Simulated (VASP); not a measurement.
# MoS2 (R3m) in VASP: notebook

Runs on MoS2. Level: LDA. Tasks: electric field gradients.

All numbers are computed with VASP 6.6.1; they aren't measurements. Logs are shortened: lines on timing, memory, paths and dates and some standing lists are left out, and cuts for length are marked.

### 1 The cell of the first run

Symmetry: R3m, No. 160, trigonal system. Conventional cell: a = 3.100 Å, b = 3.100 Å, c = 18.370 Å, α = 90.00°, β = 90.00°, γ = 120.00°. Mo (site symmetry 3m) has 6 S at 2.34 Å and 6 Mo at 3.10 Å within 3.1 Å. Within 3.1 Å of S (site symmetry 3m) lie 3 Mo at 2.34 Å and 7 S at 3.00 to 3.10 Å. S (site symmetry 3m) has 3 Mo at 2.34 Å and 7 S at 3.00 to 3.10 Å within 3.1 Å.

### 2 Electric field gradients, LDA (equal xx and yy strain of -2 %)

INCAR reads:

```
SYSTEM = MoS2
PREC     = Accurate       ! precision mode
ENCUT    = 520            ! plane-wave cutoff, eV
EDIFF    = 1E-8           ! SCF threshold, eV
ISMEAR   = -1             ! smearing method
SIGMA    = 0.05           ! smearing width, eV
LREAL    = .FALSE.        ! projectors in reciprocal space
LASPH    = .TRUE.         ! aspherical terms in the spheres
NELM     = 80             ! most SCF steps
ALGO     = Normal         ! electronic algorithm
ISIF     = 2              ! what is computed and relaxed
LWAVE    = .FALSE.        ! write WAVECAR
LCHARG   = .FALSE.        ! write CHGCAR
GGA      = CA             ! functional
LEFG     = .TRUE.       
NBANDS   = 20             ! bands
```

KPOINTS reads:

```
regular mesh
0
G
  15 15 15
  0 0 0
```

POSCAR reads:

```
MoS2
1.0
    1.5498703497      0.8948180636      6.1233300000
   -1.5498703497      0.8948180636      6.1233300000
    0.0000000000     -1.7896361271      6.1233300000
Mo S
1 2
Direct
    0.0000000000      0.0000000000      0.0000000000
    0.7484000000      0.7484000000      0.7484000000
    0.5849000000      0.5849000000      0.5849000000
```

Potentials or basis: VASP PAW LDA potentials, release 64 (Mo_sv, S).

Run with:

```bash
cat potpaw_LDA.64/Mo_sv/POTCAR potpaw_LDA.64/S/POTCAR > POTCAR
mpirun -np 1 vasp_std > vasp.out
```

OUTCAR:

```text
SYSTEM = MoS2
   PREC = Accurate
   ENCUT = 520
   EDIFF = 1E-8
   ISMEAR = -1
   LREAL = .FALSE.
   LASPH = .TRUE.
   NELM = 80
   ISIF = 2
   GGA = CA

 ion  position               nearest neighbor table
   1  0.000  0.000  0.000-   2 2.34   2 2.34   2 2.34   3 2.34   3 2.34   3 2.34
   2  0.748  0.748  0.748-   1 2.34   1 2.34   1 2.34
   3  0.585  0.585  0.585-   1 2.34   1 2.34   1 2.34

  LATTYP: Found a trigonal (rhomboedric) cell.
 ALAT       =     6.3794958858
 COS(alpha) =     0.8819548870

  Lattice vectors:

 A1 = (   1.5498703497,   0.8948180636,   6.1233300000)
 A2 = (  -1.5498703497,   0.8948180636,   6.1233300000)
 A3 = (   0.0000000000,  -1.7896361271,   6.1233300000)

Analysis of symmetry for initial positions (statically):
=====================================================================
 Subroutine PRICEL returns:
 Original cell was already a primitive cell.

 Routine SETGRP: Setting up the symmetry group for a
 trigonal (rhombohedral) supercell.

 Subroutine GETGRP returns: Found  6 space group operations
 (whereof  6 operations were pure point group operations)
 out of a pool of 12 trial point group operations.

The static configuration has the point symmetry C_3v.

Analysis of symmetry for dynamics (positions and initial velocities):
=====================================================================
 Subroutine PRICEL returns:
 Original cell was already a primitive cell.

 Routine SETGRP: Setting up the symmetry group for a
 trigonal (rhombohedral) supercell.

 Subroutine GETGRP returns: Found  6 space group operations
 (whereof  6 operations were pure point group operations)
 out of a pool of 12 trial point group operations.

The dynamic configuration has the point symmetry C_3v.

 Subroutine INISYM returns: Found  6 space group operations
 (whereof  6 operations are pure point group operations),
 and found     1 'primitive' translations

----------------------------------------------------------------------------------------

                                     Primitive cell

  volume of cell :      50.9529

  direct lattice vectors                    reciprocal lattice vectors
     1.549870350  0.894818064  6.123330000     0.322607630  0.186257602  0.054436611
    -1.549870350  0.894818064  6.123330000    -0.322607630  0.186257602  0.054436611
     0.000000000 -1.789636127  6.123330000     0.000000000 -0.372515204  0.054436611

  length of vectors
     6.379495886  6.379495886  6.379495886     0.376471674  0.376471674  0.376471674

  position of ions in fractional coordinates (direct lattice)
     0.000000000  0.000000000  0.000000000
     0.748400000  0.748400000  0.748400000
     0.584900000  0.584900000  0.584900000

  ion indices of the primitive-cell ions
   primitive index   ion index
                 1           1
                 2           2
                 3           3

----------------------------------------------------------------------------------------

 KPOINTS: regular mesh

Automatic generation of k-mesh.
 Grid dimensions read from file:
 generate k-points for:   15   15   15

 Generating k-lattice:

  Cartesian coordinates                     Fractional coordinates (reciprocal lattice)
     0.021507175  0.012417173  0.003629107     0.066666667  0.000000000  0.000000000
    -0.021507175  0.012417173  0.003629107     0.000000000  0.066666667  0.000000000
     0.000000000 -0.024834347  0.003629107     0.000000000  0.000000000  0.066666667

  Length of vectors
     0.025098112  0.025098112  0.025098112

  Shift w.r.t. Gamma in fractional coordinates (k-lattice)
     0.000000000  0.000000000  0.000000000

 Subroutine IBZKPT returns following result:
 ===========================================

 Found    344 irreducible k-points:

 Following reciprocal coordinates:
            Coordinates               Weight
  0.000000  0.000000  0.000000      1.000000
  0.066667  0.000000 -0.000000      6.000000
  0.133333  0.000000 -0.000000      6.000000
  0.200000  0.000000  0.000000      6.000000
  0.266667  0.000000 -0.000000      6.000000
  0.333333  0.000000  0.000000      6.000000
[... 16 lines left out ...]
  0.133333  0.133333 -0.000000      6.000000
  0.200000  0.133333 -0.000000     12.000000
 [... further k-points ...]
   k-points           NKPTS =    344   k-points in BZ     NKDIM =    344   number of bands    NBANDS=     20
   number of dos      NEDOS =    301   number of ions     NIONS =      3
   total plane-waves  NPLWV = 110592
   dimension x,y,z NGX =    48 NGY =   48 NGZ =   48
   dimension x,y,z NGXF=    96 NGYF=   96 NGZF=   96
   ions per type =               1   2
   NGX,Y,Z   is equivalent  to a cutoff of  12.51, 12.51, 12.51 a.u.
   NGXF,Y,Z  is equivalent  to a cutoff of  25.02, 25.02, 25.02 a.u.
 SYSTEM =  MoS2
   PREC   = accura    normal or accurate (medium, high low for compatibility)
   ISTART =      0    job   : 0-new  1-cont  2-samecut
   ICHARG =      2    charge: 1-file 2-atom 10-const
   ISPIN  =      1    spin polarized calculation?
   LNONCOLLINEAR =      F non collinear calculations
   LSORBIT =      F    spin-orbit coupling
   LASPH  =      T    aspherical Exc in radial PAW
   ENCUT  =  520.0 eV  38.22 Ry    6.18 a.u.  11.86 11.86 11.86*2*pi/ulx,y,z
   NELM   =     80;   NELMIN=  2; NELMDL= -5     # of ELM steps
   EDIFF  = 0.1E-07   stopping-criterion for ELM
   LREAL  =      F    real-space projection
   EDIFFG = 0.1E-06   stopping-criterion for IOM
   NSW    =      0    number of steps for IOM
   IBRION =     -1    ionic relax: 0-MD 1-quasi-New 2-CG
   NFREE  =      0    steps in history (QN), initial steepest desc. (CG)
   ISIF   =      2    stress and relaxation
   ISYM   =      2    0-nonsym 1-usesym 2-fastsym
   POTIM  = 0.5000    time-step for ionic-motion
   TEBEG  =    0.0;   TEEND  =   0.0 temperature during run
   PSTRESS=    0.0 pullay stress
   NELECT =      26.0000    total number of electrons
   NUPDOWN=      -1.0000    fix difference up-down
   EMIN   =  10.00;   EMAX   =-10.00  energy-range for DOS
   EFERMI =   0.00;   METHOD = LEGACY
   ISMEAR =    -1;   SIGMA  =   0.05  broadening in eV -4-tet -1-fermi 0-gaus
   EFERMI_NEDOS =   21; number of points for ismear=-14 and -15
   IALGO  =     38    algorithm
   IMIX   =      4    mixing-type and parameters
     AMIX     =   0.40;   BMIX     =  1.00
     AMIX_MAG =   1.60;   BMIX_MAG =  1.00
  volume/ion in A,a.u.               =      16.98       114.62
  Fermi-wavevector in a.u.,A,eV,Ry     =   1.308206  2.472152 23.285065  1.711404
  Thomas-Fermi vector in A             =   2.438889
   LORBIT       =      0    0 simple, 1 ext, 2 COOP (PROOUT), +10 PAW based schemes
   GGA     = CA    functional components
   LHFCALC =     F    Hartree Fock is set to
   AEXX    =    0.0000 exact exchange contribution
   IVDW    =     0    specifies the selected vdW correction
   LEPSILON=     F    determine dielectric tensor
   LRPA    =     F    only Hartree local field effects (RPA)
 non-spin polarized calculation
  energy-cutoff  :      520.00
  volume of cell :       50.95
 maximum number of plane-waves:      1386
   NGX = 23   NGY = 23   NGZ = 23

 number of electron      26.0000001 magnetization

 Free energy of the ion-electron system (eV)
  ---------------------------------------------------
  ext. energy  EPLUGINS =         0.00000000
  ---------------------------------------------------
  free energy    TOTEN  =       -24.38805021 eV

  energy without entropy =      -24.38804910  energy(sigma->0) =      -24.38804966

 E-fermi :   8.5042     XC(G=0): -11.2926

 val. band max:        8.1106636975   @ k =   0.4667   0.4667   0.4667
 cond. band min:       9.0287497642   @ k =  -0.2000   0.4667   0.1333
 fundamental gap:      0.9180860667
 Fermi energy:         8.5042019118

 k-point     1 :       0.0000    0.0000    0.0000
  band No.  band energies     occupation
      1     -53.1023      2.00000
      2     -27.5394      2.00000
      3     -27.2228      2.00000
      4     -27.2228      2.00000
      5      -7.3612      2.00000
      6      -5.4416      2.00000
[... 12 lines left out ...]
     19      16.2919      0.00000
[... 513 lines left out ...]
      4     -27.2589      2.00000
      5      -6.8302      2.00000
      6      -5.3349      2.00000
[... 12 lines left out ...]
     19      16.6356      0.00000
     20      17.2268      0.00000

 [... further k-points ...]

------------------------ aborting loop because EDIFF is reached ----------------------------------------

  FORCE on cell =-STRESS in cart. coord.  units (eV):
  Direction    XX          YY          ZZ          XY          YZ          ZX
  --------------------------------------------------------------------------------------
  -------------------------------------------------------------------------------------
  Total        2.2419326      2.2419326      3.6800958      0.0000000      0.0000000      0.0000000
  in kB       70.4959414     70.4959414    115.7179363      0.0000000      0.0000000      0.0000000
  external PRESSURE =      85.5699397 kB  Pullay stress =       0.0000000 kB

 VOLUME and BASIS-vectors are now :
 -----------------------------------------------------------------------------
  energy-cutoff  :      520.00
  volume of cell :       50.95
      direct lattice vectors                 reciprocal lattice vectors
     1.549870350  0.894818064  6.123330000     0.322607630  0.186257602  0.054436611
    -1.549870350  0.894818064  6.123330000    -0.322607630  0.186257602  0.054436611
     0.000000000 -1.789636127  6.123330000     0.000000000 -0.372515204  0.054436611

 POSITION                                       TOTAL-FORCE (eV/Angst)
 -----------------------------------------------------------------------------------
      0.00000      0.00000      0.00000         0.000000     -0.000000     -0.002382
      0.00000      0.00000     13.74810         0.000000      0.000000      1.341072
      0.00000      0.00000     10.74461         0.000000     -0.000000     -1.338689
 -----------------------------------------------------------------------------------
    total drift:                                0.000000      0.000000      0.000006

  FREE ENERGIE OF THE ION-ELECTRON SYSTEM (eV)
  ---------------------------------------------------
  free  energy   TOTEN  =       -24.3880502135 eV

  energy  without entropy=      -24.3880491038  energy(sigma->0) =      -24.38804966

 Electric field gradients (V/A^2)
---------------------------------------------------------------------
 ion       V_xx      V_yy      V_zz      V_xy      V_xz      V_yz
---------------------------------------------------------------------
   1      47.453    47.453   -94.907     0.000     0.000    -0.000
   2      32.115    32.115   -64.230     0.000    -0.000    -0.000
   3      31.347    31.347   -62.694     0.000     0.000    -0.000
---------------------------------------------------------------------

 Electric field gradients after diagonalization (V/A^2)
 (convention: |V_zz| > |V_xx| > |V_yy|)
----------------------------------------------------------------------
 ion       V_xx      V_yy      V_zz     asymmetry (V_yy - V_xx)/ V_zz
----------------------------------------------------------------------
   1      47.453    47.453   -94.907       0.000
   2      32.115    32.115   -64.230       0.000
   3      31.347    31.347   -62.694       0.000
----------------------------------------------------------------------

           NMR quadrupolar parameters

 Cq : quadrupolar parameter    Cq=e*Q*V_zz/h
 eta: asymmetry parameters     (V_yy - V_xx)/ V_zz
 Q  : nuclear electric quadrupole moment in mb (millibarn)
----------------------------------------------------------------------
 ion       Cq(MHz)       eta       Q (mb)
----------------------------------------------------------------------
   1      -0.229       0.000       1.000
   2      -0.155       0.000       1.000
   3      -0.152       0.000       1.000
----------------------------------------------------------------------
```

Wall time 8.5 min (1 thread of Intel Xeon 6975P-C (Granite Rapids), shared host); peak memory 0.49 GiB.

Results:

```
Free energy                             : -24.3881 eV
Pressure                                : 8.6 GPa
Largest force                           : 1.341 eV/Å
Band gap on the k mesh                  : 0.92 eV (least direct gap 1.83 eV)
Largest electric field gradient by atom : Mo -94.9; S -64.2, -62.7 V/Å²
```

Forces on the atoms (eV/Å):
```
Mo   0.000  0.000 -0.002
S    0.000  0.000  1.341
S    0.000  0.000 -1.339
```

Electric field gradients, principal values (V/Å²):
```csv
atom,least,middle,greatest (by size)
1 Mo,47.453,47.453,-94.907
2 S,32.115,32.115,-64.230
3 S,31.347,31.347,-62.694
```

Caveat: the cell differs from its parent crystal (equal xx and yy strain of -2 %); the cell stands under pressure; without QUAD_EFG the Cq values of the log hold for a quadrupole moment of 1 mb, not for the nuclei; forces of over 1 eV/Å act on the atoms, so gaps and moduli don't describe the material at rest. A k mesh can miss the band edges.

[end of part 1 of 2]
